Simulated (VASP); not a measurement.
# Bi2Te in VASP: single point with PBE

Aim: the single point of Bi2Te with PBE.

All numbers are computed with VASP 6.6.1; they aren't measurements. Logs are shortened: lines on timing, memory, paths and dates and some standing lists are left out, and cuts for length are marked.

## Step 1: The cell of the first run

The typed cell holds 6 atoms: a = 6.670 Å, b = 6.670 Å, c = 6.670 Å, α = 102.54°, β = 102.54°, γ = 124.46°.

## Step 2: Single point, PBE

File INCAR:

```
ALGO     = Fast           # electronic algorithm
EDIFF    = 1E-7           # SCF threshold, eV
ENCUT    = 520            # plane-wave cutoff, eV
GGA      = PE             # functional
ISIF     = 2              # what is computed and relaxed
ISMEAR   = 0              # smearing method
LASPH    = T              # aspherical terms in the spheres
LCHARG   = F              # write CHGCAR
LREAL    = F              # projectors in reciprocal space
LWAVE    = F              # write WAVECAR
NBANDS   = 45             # bands
NELM     = 100            # most SCF steps
PREC     = Accurate       # precision mode
SIGMA    = 0.1            # smearing width, eV
```

File KPOINTS:

```
k-points
0
Gamma
  8 8 8
```

File POSCAR:

```
Bi2Te
1.0
   -4.1732996325      4.1732996325      3.1079020797
    4.1732996325     -4.1732996325      3.1079020797
    4.1732996325      4.1732996325     -3.1079020797
Bi Te
4 2
Direct
    0.3750000000      0.6250427530      0.7500427530
    0.8750000000      0.6249572470      0.2499572470
    0.3749572470      0.1250000000      0.7499572470
    0.3750427530      0.6250000000      0.2500427530
    0.0000000000      0.0000000000      0.0000000000
    0.7500000000      0.2500000000      0.5000000000
```

Potentials or basis: VASP PAW PBE potentials, release 64 (Bi_d, Te).

The run is started by

```
$ cat potpaw_PBE.64/Bi_d/POTCAR potpaw_PBE.64/Te/POTCAR > POTCAR
$ mpirun -np 1 vasp_std > vasp.out
```

OUTCAR:

```text
EDIFF = 1E-7
   ENCUT = 520
   GGA = PE
   ISIF = 2
   ISMEAR = 0
   LASPH = T
   LREAL = F
   NELM = 100
   PREC = Accurate

 ion  position               nearest neighbor table
   1  0.375  0.625  0.750-   5 3.13   6 3.13   4 3.34   4 3.34   3 3.34   3 3.34
   2  0.875  0.625  0.250-   5 3.13   6 3.13   4 3.34   4 3.34   3 3.34   3 3.34
   3  0.375  0.125  0.750-   5 3.13   6 3.13   1 3.34   1 3.34   2 3.34   2 3.34
   4  0.375  0.625  0.250-   6 3.13   5 3.13   2 3.34   1 3.34   1 3.34   2 3.34
   5  0.000  0.000  0.000-   4 3.13   2 3.13   3 3.13   1 3.13
   6  0.750  0.250  0.500-   1 3.13   2 3.13   3 3.13   4 3.13

  LATTYP: Found a body centered tetragonal cell.
 ALAT       =     8.3465992650
 C/A-ratio  =     0.7447109849

  Lattice vectors:

 A1 = (  -4.1732996325,   4.1732996325,   3.1079020797)
 A2 = (   4.1732996325,  -4.1732996325,   3.1079020797)
 A3 = (   4.1732996325,   4.1732996325,  -3.1079020797)

Analysis of symmetry for initial positions (statically):
=====================================================================
 Subroutine PRICEL returns:
 Original cell was already a primitive cell.

 Routine SETGRP: Setting up the symmetry group for a
 body centered tetragonal supercell.

 Subroutine GETGRP returns: Found  8 space group operations
 (whereof  4 operations were pure point group operations)
 out of a pool of 16 trial point group operations.

The static configuration has the point symmetry S_4 .
 The point group associated with its full space group is D_2d.

Analysis of symmetry for dynamics (positions and initial velocities):
=====================================================================
 Subroutine PRICEL returns:
 Original cell was already a primitive cell.

 Routine SETGRP: Setting up the symmetry group for a
 body centered tetragonal supercell.

 Subroutine GETGRP returns: Found  8 space group operations
 (whereof  4 operations were pure point group operations)
 out of a pool of 16 trial point group operations.

The dynamic configuration has the point symmetry S_4 .
 The point group associated with its full space group is D_2d.

 Subroutine INISYM returns: Found  8 space group operations
 (whereof  4 operations are pure point group operations),
 and found     1 'primitive' translations

----------------------------------------------------------------------------------------

                                     Primitive cell

  volume of cell :     216.5142

  direct lattice vectors                    reciprocal lattice vectors
    -4.173299633  4.173299633  3.107902080     0.000000000  0.119809274  0.160880230
     4.173299633 -4.173299633  3.107902080     0.119809274  0.000000000  0.160880230
     4.173299633  4.173299633 -3.107902080     0.119809274  0.119809274  0.000000000

  length of vectors
     6.670226007  6.670226007  6.670226007     0.200590903  0.200590903  0.169435900

  position of ions in fractional coordinates (direct lattice)
     0.375000000  0.625042753  0.750042753
     0.875000000  0.624957247  0.249957247
     0.374957247  0.125000000  0.749957247
     0.375042753  0.625000000  0.250042753
     0.000000000  0.000000000  0.000000000
     0.750000000  0.250000000  0.500000000

  ion indices of the primitive-cell ions
   primitive index   ion index
                 1           1
                 2           2
                 3           3
                 4           4
                 5           5
                 6           6

----------------------------------------------------------------------------------------

 KPOINTS: k-points

Automatic generation of k-mesh.
 Grid dimensions read from file:
 generate k-points for:    8    8    8

 Generating k-lattice:

  Cartesian coordinates                     Fractional coordinates (reciprocal lattice)
     0.000000000  0.014976159  0.020110029     0.125000000  0.000000000 -0.000000000
     0.014976159  0.000000000  0.020110029     0.000000000  0.125000000 -0.000000000
     0.014976159  0.014976159  0.000000000     0.000000000  0.000000000  0.125000000

  Length of vectors
     0.025073863  0.025073863  0.021179488

  Shift w.r.t. Gamma in fractional coordinates (k-lattice)
     0.000000000  0.000000000  0.000000000

 Subroutine IBZKPT returns following result:
 ===========================================

 Found     59 irreducible k-points:

 Following reciprocal coordinates:
            Coordinates               Weight
  0.000000  0.000000  0.000000      1.000000
  0.125000  0.000000  0.000000      8.000000
  0.250000  0.000000  0.000000      8.000000
  0.375000  0.000000  0.000000      8.000000
  0.500000  0.000000  0.000000      4.000000
  0.125000  0.125000  0.000000      8.000000
[... 16 lines left out ...]
  0.250000  0.125000  0.125000     16.000000
  0.375000  0.125000  0.125000      8.000000
 [... further k-points ...]
   k-points           NKPTS =     59   k-points in BZ     NKDIM =     59   number of bands    NBANDS=     45
   number of dos      NEDOS =    301   number of ions     NIONS =      6
   total plane-waves  NPLWV = 125000
   dimension x,y,z NGX =    50 NGY =   50 NGZ =   50
   dimension x,y,z NGXF=   100 NGYF=  100 NGZF=  100
   ions per type =               4   2
   NGX,Y,Z   is equivalent  to a cutoff of  12.46, 12.46, 12.46 a.u.
   NGXF,Y,Z  is equivalent  to a cutoff of  24.92, 24.92, 24.92 a.u.
 SYSTEM =  unknown system
   PREC   = accura    normal or accurate (medium, high low for compatibility)
   ISTART =      0    job   : 0-new  1-cont  2-samecut
   ICHARG =      2    charge: 1-file 2-atom 10-const
   ISPIN  =      1    spin polarized calculation?
   LNONCOLLINEAR =      F non collinear calculations
   LSORBIT =      F    spin-orbit coupling
   LASPH  =      T    aspherical Exc in radial PAW
   ENCUT  =  520.0 eV  38.22 Ry    6.18 a.u.  12.40 12.40 12.40*2*pi/ulx,y,z
   NELM   =    100;   NELMIN=  2; NELMDL= -5     # of ELM steps
   EDIFF  = 0.1E-06   stopping-criterion for ELM
   LREAL  =      F    real-space projection
   EDIFFG = 0.1E-05   stopping-criterion for IOM
   NSW    =      0    number of steps for IOM
   IBRION =     -1    ionic relax: 0-MD 1-quasi-New 2-CG
   NFREE  =      0    steps in history (QN), initial steepest desc. (CG)
   ISIF   =      2    stress and relaxation
   ISYM   =      2    0-nonsym 1-usesym 2-fastsym
   POTIM  = 0.5000    time-step for ionic-motion
   TEBEG  =    0.0;   TEEND  =   0.0 temperature during run
   PSTRESS=    0.0 pullay stress
   NELECT =      72.0000    total number of electrons
   NUPDOWN=      -1.0000    fix difference up-down
   EMIN   =  10.00;   EMAX   =-10.00  energy-range for DOS
   EFERMI =   0.00;   METHOD = LEGACY
   ISMEAR =     0;   SIGMA  =   0.10  broadening in eV -4-tet -1-fermi 0-gaus
   EFERMI_NEDOS =   21; number of points for ismear=-14 and -15
   IALGO  =     68    algorithm
   IMIX   =      4    mixing-type and parameters
     AMIX     =   0.40;   BMIX     =  1.00
     AMIX_MAG =   1.60;   BMIX_MAG =  1.00
  volume/ion in A,a.u.               =      36.09       243.52
  Fermi-wavevector in a.u.,A,eV,Ry     =   1.134201  2.143330 17.502709  1.286413
  Thomas-Fermi vector in A             =   2.270905
   LORBIT       =      0    0 simple, 1 ext, 2 COOP (PROOUT), +10 PAW based schemes
   GGA     = PE    functional components
   LHFCALC =     F    Hartree Fock is set to
   AEXX    =    0.0000 exact exchange contribution
   IVDW    =     0    specifies the selected vdW correction
   LEPSILON=     F    determine dielectric tensor
   LRPA    =     F    only Hartree local field effects (RPA)
 non-spin polarized calculation
 RMM-DIIS sequential band-by-band and
 Gauss-broadening in eV      SIGMA  =   0.10
  energy-cutoff  :      520.00
  volume of cell :      216.51
 maximum number of plane-waves:      5871
 NGX is ok and might be reduce to    50
   NGX = 25   NGY = 25   NGZ = 25

 number of electron      72.0000028 magnetization

 Free energy of the ion-electron system (eV)
  ---------------------------------------------------
  ext. energy  EPLUGINS =         0.00000000
  ---------------------------------------------------
  free energy    TOTEN  =       -22.13161902 eV

  energy without entropy =      -22.11833157  energy(sigma->0) =      -22.12497529

 E-fermi :   5.6697     XC(G=0):  -9.2009

 val. band max:        5.6510830904   @ k =   0.5000   0.5000   0.1250
 cond. band min:       5.7061719454   @ k =   0.5000   0.5000   0.5000
 fundamental gap:      0.0550888550
 Fermi energy:         5.6697384930

 k-point     1 :       0.0000    0.0000    0.0000
  band No.  band energies     occupation
      1     -17.2739      2.00000
      2     -17.2630      2.00000
      3     -17.2569      2.00000
      4     -17.2569      2.00000
      5     -17.2112      2.00000
      6     -17.1980      2.00000
[... 37 lines left out ...]
     44      10.2550      0.00000
     45      10.8857      0.00000

 k-point     2 :       0.1250    0.0000    0.0000
  band No.  band energies     occupation
      1     -17.2693      2.00000
      2     -17.2608      2.00000
      3     -17.2525      2.00000
      4     -17.2519      2.00000
      5     -17.2095      2.00000
      6     -17.1960      2.00000
[... 37 lines left out ...]
     44       9.9882      0.00000
     45      11.1461      0.00000

 k-point     3 :       0.2500    0.0000    0.0000
  band No.  band energies     occupation
      1     -17.2654      2.00000
      2     -17.2585      2.00000
      3     -17.2364      2.00000
      4     -17.2292      2.00000
      5     -17.2057      2.00000
      6     -17.1906      2.00000
[... 37 lines left out ...]
     44       9.7607      0.00000
     45      10.4457      0.00000

 k-point     4 :       0.3750    0.0000    0.0000
  band No.  band energies     occupation
      1     -17.2644      2.00000
      2     -17.2570      2.00000
      3     -17.2135      2.00000
      4     -17.2019      2.00000
      5     -17.1924      2.00000
      6     -17.1837      2.00000
[... 901 lines left out ...]
     44       9.9686      0.00000
     45      10.2127      0.00000

 k-point    23 :       0.2500    0.1250    0.1250
  band No.  band energies     occupation
      1     -17.2561      2.00000
      2     -17.2505      2.00000
      3     -17.2330      2.00000
      4     -17.2002      2.00000
      5     -17.1834      2.00000
      6     -17.1793      2.00000
[... 37 lines left out ...]
     44       9.4843      0.00000
     45      10.7160      0.00000

 k-point    24 :       0.3750    0.1250    0.1250
  band No.  band energies     occupation
      1     -17.2558      2.00000
      2     -17.2500      2.00000
      3     -17.2084      2.00000
      4     -17.2069      2.00000
      5     -17.1890      2.00000
      6     -17.1796      2.00000
[... 37 lines left out ...]
     44       9.3997      0.00000
     45      10.7717      0.00000

 [... further k-points ...]

------------------------ aborting loop because EDIFF is reached ----------------------------------------

  FORCE on cell =-STRESS in cart. coord.  units (eV):
  Direction    XX          YY          ZZ          XY          YZ          ZX
  --------------------------------------------------------------------------------------
  -------------------------------------------------------------------------------------
  Total       -0.0584354     -0.0584354     -0.0613591      0.0000000      0.0000000     -0.0000000
  in kB       -0.4324145     -0.4324145     -0.4540491      0.0000000      0.0000000     -0.0000000
  external PRESSURE =      -0.4396260 kB  Pullay stress =       0.0000000 kB

 VOLUME and BASIS-vectors are now :
 -----------------------------------------------------------------------------
  energy-cutoff  :      520.00
  volume of cell :      216.51
      direct lattice vectors                 reciprocal lattice vectors
    -4.173299633  4.173299633  3.107902080     0.000000000  0.119809274  0.160880230
     4.173299633 -4.173299633  3.107902080     0.119809274  0.000000000  0.160880230
     4.173299633  4.173299633 -3.107902080     0.119809274  0.119809274  0.000000000

 POSITION                                       TOTAL-FORCE (eV/Angst)
 -----------------------------------------------------------------------------------
      4.17366      2.08665      0.77698        -0.000143     -0.000000     -0.000000
     -0.00036      2.08665      3.88488         0.000143      0.000000      0.000000
      2.08665      4.17294     -0.77698        -0.000000      0.000143      0.000000
      2.08665      0.00036      2.33093        -0.000000     -0.000143     -0.000000
      0.00000      0.00000      0.00000        -0.000000     -0.000000     -0.000000
      0.00000      4.17330      1.55395        -0.000000      0.000000      0.000000
 -----------------------------------------------------------------------------------
    total drift:                                0.000000      0.000000     -0.000000

  FREE ENERGIE OF THE ION-ELECTRON SYSTEM (eV)
  ---------------------------------------------------
  free  energy   TOTEN  =       -22.1316190177 eV

  energy  without entropy=      -22.1183315694  energy(sigma->0) =      -22.12497529
```

Wall time 5.9 min (1 thread of Intel Xeon 6975P-C (Granite Rapids), shared host); peak memory 0.64 GiB.

What came out:

```
Free energy            : -22.1316 eV
Pressure               : 0.0 GPa
Band gap on the k mesh : zero (bands 36 and 37 overlap by 0.21 eV)
```

Levels at points of the mesh, in eV from the Fermi level:
```tsv
k point	band 32	band 33	band 34	band 35	band 36	band 37	band 38	band 39	band 40	band 41
(0.00, 0.00, 0.00)	-2.21	-2.21	-1.91	-1.91	-1.15	2.00	2.51	2.51	3.14	3.26
(0.50, 0.00, 0.00)	-1.77	-1.54	-0.96	-0.10	0.04	0.15	0.35	1.01	2.32	2.60
(0.50, 0.50, 0.00)	-1.78	-0.96	-0.96	-0.85	-0.85	-0.05	-0.05	1.69	1.69	3.15
(0.50, 0.50, 0.50)	-2.16	-0.23	-0.23	-0.16	-0.16	0.04	0.04	0.49	0.49	2.28
```

Caveat: spin-orbit coupling is left out, which moves the levels of the heavy elements.
